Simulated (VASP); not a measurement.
# AlN (P6_3mc) in VASP: single point with PBE

Aim: the single point of AlN with PBE.

Program: VASP 6.6.1. These are calculated values, not measurements. Logs are shortened: lines on timing, memory, paths and dates and some standing lists are left out, and cuts for length are marked.

## (1) The cell of the first run

It takes space group P6_3mc (No. 186, hexagonal). Conventional cell: a = 3.113 Å, b = 3.113 Å, c = 4.981 Å, α = 90.00°, β = 90.00°, γ = 120.00°. Al (site symmetry 3m) has 4 N at 1.89 Å within 2.5 Å. Within 2.5 Å of N (site symmetry 3m) lie 4 Al at 1.89 Å.

## (2) Single point, PBE

The input, INCAR:

```
PREC = Accurate ; ENCUT = 600
EDIFF = 1E-6 ; ISMEAR = 0
SIGMA = 0.01 ; LREAL = False
LASPH = True ; NELM = 120
ALGO = Normal ; ISIF = 2
LWAVE = False ; LCHARG = True
GGA = PE ; LELF = True
LVHAR = True ; NBANDS = 16
GGA_COMPAT = False
```

The input, KPOINTS:

```
regular mesh
0
Gamma
  6 6 4
```

The input, POSCAR:

```
AlN
1.0
    3.1130000000      0.0000000000      0.0000000000
   -1.5565000000      2.6959400000      0.0000000000
    0.0000000000      0.0000000000      4.9810000000
Al N
2 2
Direct
    0.3333333333      0.6666666667      0.0000000000
    0.6666666667      0.3333333333      0.5000000000
    0.3333333333      0.6666666667      0.3800000000
    0.6666666667      0.3333333333      0.8800000000
```

Potentials or basis: VASP PAW PBE potentials, release 64 (Al, N).

Started as:

```console
cat potpaw_PBE.64/Al/POTCAR potpaw_PBE.64/N/POTCAR > POTCAR
mpirun -np 1 vasp_std > vasp.out
```

OUTCAR:

```text
PREC = Accurate
   ENCUT = 600
   EDIFF = 1E-6
   ISMEAR = 0
   LREAL = False
   LASPH = True
   NELM = 120
   ISIF = 2
   GGA = PE

 ion  position               nearest neighbor table
   1  0.333  0.667  0.000-   3 1.89   4 1.89   4 1.89   4 1.89   2 3.07   2 3.07   2 3.07   2 3.07
                             2 3.07   2 3.07
   2  0.667  0.333  0.500-   4 1.89   3 1.89   3 1.89   3 1.89   1 3.07   1 3.07   1 3.07   1 3.07
                             1 3.07   1 3.07
   3  0.333  0.667  0.380-   1 1.89   2 1.89   2 1.89   2 1.89
   4  0.667  0.333  0.880-   2 1.89   1 1.89   1 1.89   1 1.89

  LATTYP: Found a hexagonal cell.
 ALAT       =     3.1130000000
 C/A-ratio  =     1.6000642467

  Lattice vectors:

 A1 = (   3.1130000000,   0.0000000000,   0.0000000000)
 A2 = (  -1.5565000000,   2.6959400000,   0.0000000000)
 A3 = (   0.0000000000,   0.0000000000,   4.9810000000)

Analysis of symmetry for initial positions (statically):
=====================================================================
 Subroutine PRICEL returns:
 Original cell was already a primitive cell.

 Routine SETGRP: Setting up the symmetry group for a
 hexagonal supercell.

 Subroutine GETGRP returns: Found 12 space group operations
 (whereof  6 operations were pure point group operations)
 out of a pool of 24 trial point group operations.

The static configuration has the point symmetry C_3v.
 The point group associated with its full space group is C_6v.

Analysis of symmetry for dynamics (positions and initial velocities):
=====================================================================
 Subroutine PRICEL returns:
 Original cell was already a primitive cell.

 Routine SETGRP: Setting up the symmetry group for a
 hexagonal supercell.

 Subroutine GETGRP returns: Found 12 space group operations
 (whereof  6 operations were pure point group operations)
 out of a pool of 24 trial point group operations.

The dynamic configuration has the point symmetry C_3v.
 The point group associated with its full space group is C_6v.

 Subroutine INISYM returns: Found 12 space group operations
 (whereof  6 operations are pure point group operations),
 and found     1 'primitive' translations

----------------------------------------------------------------------------------------

                                     Primitive cell

  volume of cell :      41.8028

  direct lattice vectors                    reciprocal lattice vectors
     3.113000000  0.000000000  0.000000000     0.321233537  0.185464068  0.000000000
    -1.556500000  2.695940000  0.000000000     0.000000000  0.370928136  0.000000000
     0.000000000  0.000000000  4.981000000     0.000000000  0.000000000  0.200762899

  length of vectors
     3.113000000  3.113002527  4.981000000     0.370928437  0.370928136  0.200762899

  position of ions in fractional coordinates (direct lattice)
     0.333333333  0.666666667  0.000000000
     0.666666667  0.333333333  0.500000000
     0.333333333  0.666666667  0.380000000
     0.666666667  0.333333333  0.880000000

  ion indices of the primitive-cell ions
   primitive index   ion index
                 1           1
                 2           2
                 3           3
                 4           4

----------------------------------------------------------------------------------------

 KPOINTS: regular mesh

Automatic generation of k-mesh.
 Grid dimensions read from file:
 generate k-points for:    6    6    4

 Generating k-lattice:

  Cartesian coordinates                     Fractional coordinates (reciprocal lattice)
     0.053538923  0.030910678  0.000000000     0.166666667  0.000000000  0.000000000
     0.000000000  0.061821356  0.000000000     0.000000000  0.166666667  0.000000000
     0.000000000  0.000000000  0.050190725     0.000000000  0.000000000  0.250000000

  Length of vectors
     0.061821406  0.061821356  0.050190725

  Shift w.r.t. Gamma in fractional coordinates (k-lattice)
     0.000000000  0.000000000  0.000000000

 Subroutine IBZKPT returns following result:
 ===========================================

 Found     21 irreducible k-points:

 Following reciprocal coordinates:
            Coordinates               Weight
  0.000000  0.000000  0.000000      1.000000
  0.166667 -0.000000  0.000000      6.000000
  0.333333 -0.000000  0.000000      6.000000
  0.500000  0.000000  0.000000      3.000000
  0.166667  0.166667  0.000000      6.000000
  0.333333  0.166667  0.000000     12.000000
[... 13 lines left out ...]
  0.333333  0.166667  0.500000     12.000000
  0.333333  0.333333  0.500000      2.000000
   k-points           NKPTS =     21   k-points in BZ     NKDIM =     21   number of bands    NBANDS=     16
   number of dos      NEDOS =    301   number of ions     NIONS =      4
   total plane-waves  NPLWV =  31360
   dimension x,y,z NGX =    28 NGY =   28 NGZ =   40
   dimension x,y,z NGXF=    56 NGYF=   56 NGZF=   80
   ions per type =               2   2
   NGX,Y,Z   is equivalent  to a cutoff of  14.95, 14.95, 13.35 a.u.
   NGXF,Y,Z  is equivalent  to a cutoff of  29.91, 29.91, 26.70 a.u.
 SYSTEM =  unknown system
   PREC   = accura    normal or accurate (medium, high low for compatibility)
   ISTART =      0    job   : 0-new  1-cont  2-samecut
   ICHARG =      2    charge: 1-file 2-atom 10-const
   ISPIN  =      1    spin polarized calculation?
   LNONCOLLINEAR =      F non collinear calculations
   LSORBIT =      F    spin-orbit coupling
   LASPH  =      T    aspherical Exc in radial PAW
   ENCUT  =  600.0 eV  44.10 Ry    6.64 a.u.   6.22  6.22  9.95*2*pi/ulx,y,z
   NELM   =    120;   NELMIN=  2; NELMDL= -5     # of ELM steps
   EDIFF  = 0.1E-05   stopping-criterion for ELM
   LREAL  =      F    real-space projection
   EDIFFG = 0.1E-04   stopping-criterion for IOM
   NSW    =      0    number of steps for IOM
   IBRION =     -1    ionic relax: 0-MD 1-quasi-New 2-CG
   NFREE  =      0    steps in history (QN), initial steepest desc. (CG)
   ISIF   =      2    stress and relaxation
   ISYM   =      2    0-nonsym 1-usesym 2-fastsym
   POTIM  = 0.5000    time-step for ionic-motion
   TEBEG  =    0.0;   TEEND  =   0.0 temperature during run
   PSTRESS=    0.0 pullay stress
   NELECT =      16.0000    total number of electrons
   NUPDOWN=      -1.0000    fix difference up-down
   EMIN   =  10.00;   EMAX   =-10.00  energy-range for DOS
   EFERMI =   0.00;   METHOD = LEGACY
   ISMEAR =     0;   SIGMA  =   0.01  broadening in eV -4-tet -1-fermi 0-gaus
   EFERMI_NEDOS =   21; number of points for ismear=-14 and -15
   IALGO  =     38    algorithm
   IMIX   =      4    mixing-type and parameters
     AMIX     =   0.40;   BMIX     =  1.00
     AMIX_MAG =   1.60;   BMIX_MAG =  1.00
  volume/ion in A,a.u.               =      10.45        70.52
  Fermi-wavevector in a.u.,A,eV,Ry     =   1.188629  2.246182 19.222829  1.412838
  Thomas-Fermi vector in A             =   2.324754
   LORBIT       =      0    0 simple, 1 ext, 2 COOP (PROOUT), +10 PAW based schemes
   GGA     = PE    functional components
   LHFCALC =     F    Hartree Fock is set to
   AEXX    =    0.0000 exact exchange contribution
   IVDW    =     0    specifies the selected vdW correction
   LEPSILON=     F    determine dielectric tensor
   LRPA    =     F    only Hartree local field effects (RPA)
 non-spin polarized calculation
 Gauss-broadening in eV      SIGMA  =   0.01
  energy-cutoff  :      600.00
  volume of cell :       41.80
 maximum number of plane-waves:      1412
 NGX is ok and might be reduce to    28
   NGX = 13   NGY = 13   NGZ = 19

 number of electron      15.9999999 magnetization

 Free energy of the ion-electron system (eV)
  ---------------------------------------------------
  ext. energy  EPLUGINS =         0.00000000
  ---------------------------------------------------
  free energy    TOTEN  =       -29.77301996 eV

  energy without entropy =      -29.77301996  energy(sigma->0) =      -29.77301996

 E-fermi :   6.1803     XC(G=0): -10.9067

 val. band max:        6.1220328047   @ k =   0.0000   0.0000   0.0000
 cond. band min:      10.3455670018   @ k =   0.0000   0.0000   0.0000
 fundamental gap:      4.2235341971
 Fermi energy:         6.1803184920

 k-point     1 :       0.0000    0.0000    0.0000
  band No.  band energies     occupation
      1      -9.0376      2.00000
      2      -6.8892      2.00000
      3       0.1486      2.00000
      4       5.2903      2.00000
      5       5.2903      2.00000
      6       5.9425      2.00000
[... 8 lines left out ...]
     15      19.2858      0.00000
     16      19.2859      0.00000

 k-point     2 :       0.1667   -0.0000    0.0000
  band No.  band energies     occupation
      1      -8.6916      2.00000
      2      -6.7028      2.00000
      3       0.5637      2.00000
      4       3.8711      2.00000
      5       4.6533      2.00000
      6       4.8980      2.00000
[... 8 lines left out ...]
     15      18.5087      0.00000
     16      18.9259      0.00000

 k-point     3 :       0.3333   -0.0000    0.0000
  band No.  band energies     occupation
      1      -7.7985      2.00000
      2      -6.3731      2.00000
      3       1.6444      2.00000
      4       1.7171      2.00000
      5       2.8318      2.00000
      6       4.3080      2.00000
[... 8 lines left out ...]
     15      18.2451      0.00000
     16      20.5344      0.00000

 k-point     4 :       0.5000    0.0000    0.0000
  band No.  band energies     occupation
      1      -7.0762      2.00000
      2      -6.3809      2.00000
      3       0.7036      2.00000
      4       1.9904      2.00000
      5       2.7919      2.00000
      6       4.0621      2.00000
[... 8 lines left out ...]
     15      18.9794      0.00000
     16      21.3153      0.00000

 k-point     5 :       0.1667    0.1667    0.0000
  band No.  band energies     occupation
      1      -8.0657      2.00000
      2      -6.4378      2.00000
      3       1.3465      2.00000
      4       2.7711      2.00000
      5       2.7724      2.00000
      6       4.4532      2.00000
[... 8 lines left out ...]
     15      18.6904      0.00000
     16      20.1733      0.00000

 k-point     6 :       0.3333    0.1667    0.0000
  band No.  band energies     occupation
      1      -7.1495      2.00000
      2      -6.3182      2.00000
      3       1.1957      2.00000
      4       2.2278      2.00000
      5       2.6493      2.00000
      6       3.3637      2.00000
[... 8 lines left out ...]
     15      18.6235      0.00000
     16      20.8626      0.00000
[... 210 lines left out ...]
 k-point    18 :       0.5000    0.0000    0.5000
  band No.  band energies     occupation
      1      -6.7025      2.00000
      2      -6.7025      2.00000
      3       0.5495      2.00000
      4       0.5495      2.00000
      5       4.6869      2.00000
      6       4.6869      2.00000
[... 8 lines left out ...]
     15      19.3923      0.00000
     16      19.3923      0.00000

 k-point    19 :       0.1667    0.1667    0.5000
  band No.  band energies     occupation
      1      -7.3431      2.00000
      2      -7.3431      2.00000
      3       1.9316      2.00000
      4       1.9316      2.00000
      5       4.3175      2.00000
      6       4.3175      2.00000
[... 8 lines left out ...]
     15      19.0829      0.00000
     16      19.0829      0.00000

 k-point    20 :       0.3333    0.1667    0.5000
  band No.  band energies     occupation
      1      -6.7225      2.00000
      2      -6.7225      2.00000
      3       0.9927      2.00000
      4       0.9927      2.00000
      5       3.5246      2.00000
      6       3.5246      2.00000
[... 8 lines left out ...]
     15      19.6023      0.00000
     16      19.6023      0.00000

 k-point    21 :       0.3333    0.3333    0.5000
  band No.  band energies     occupation
      1      -6.4983      2.00000
      2      -6.4983      2.00000
      3       1.3089      2.00000
      4       1.3089      2.00000
      5       2.2949      2.00000
      6       2.2949      2.00000
[... 8 lines left out ...]
     15      19.9841      0.00000
     16      19.9841      0.00000

------------------------ aborting loop because EDIFF is reached ----------------------------------------

  FORCE on cell =-STRESS in cart. coord.  units (eV):
  Direction    XX          YY          ZZ          XY          YZ          ZX
  --------------------------------------------------------------------------------------
  -------------------------------------------------------------------------------------
  Total        0.7295329      0.7295345      1.1544003      0.0000000     -0.0000000      0.0000000
  in kB       27.9607990     27.9608596     44.2446857      0.0000000     -0.0000000      0.0000000
  external PRESSURE =      33.3887814 kB  Pullay stress =       0.0000000 kB

 VOLUME and BASIS-vectors are now :
 -----------------------------------------------------------------------------
  energy-cutoff  :      600.00
  volume of cell :       41.80
      direct lattice vectors                 reciprocal lattice vectors
     3.113000000  0.000000000  0.000000000     0.321233537  0.185464068  0.000000000
    -1.556500000  2.695940000  0.000000000     0.000000000  0.370928136  0.000000000
     0.000000000  0.000000000  4.981000000     0.000000000  0.000000000  0.200762899

 POSITION                                       TOTAL-FORCE (eV/Angst)
 -----------------------------------------------------------------------------------
     -0.00000      1.79729      0.00000         0.000000     -0.000000     -0.130115
      1.55650      0.89865      2.49050        -0.000000     -0.000000     -0.130115
     -0.00000      1.79729      1.89278         0.000000     -0.000000      0.130115
      1.55650      0.89865      4.38328        -0.000000      0.000000      0.130115
 -----------------------------------------------------------------------------------
    total drift:                               -0.000000      0.000000      0.000402

  FREE ENERGIE OF THE ION-ELECTRON SYSTEM (eV)
  ---------------------------------------------------
  free  energy   TOTEN  =       -29.7730199632 eV

  energy  without entropy=      -29.7730199632  energy(sigma->0) =      -29.77301996
```

It took 14 s on 1 thread of Intel Xeon 6975P-C, shared host; peak memory 0.17 GiB.

Results:

- Free energy: -29.7730 eV
- Pressure: 3.3 GPa
- Largest force: 0.130 eV/Å
- Band gap on the k mesh: 4.22 eV, direct

Forces on the atoms (eV/Å):
```
Al   0.000  0.000 -0.130
Al   0.000  0.000 -0.130
N    0.000  0.000  0.130
N    0.000  0.000  0.130
```

Stress tensor (GPa, compression positive):
```
2.80 0.00 0.00
0.00 2.80 0.00
0.00 0.00 4.42
```

A hybrid or GW would open this gap; PBE tends to underestimate it.
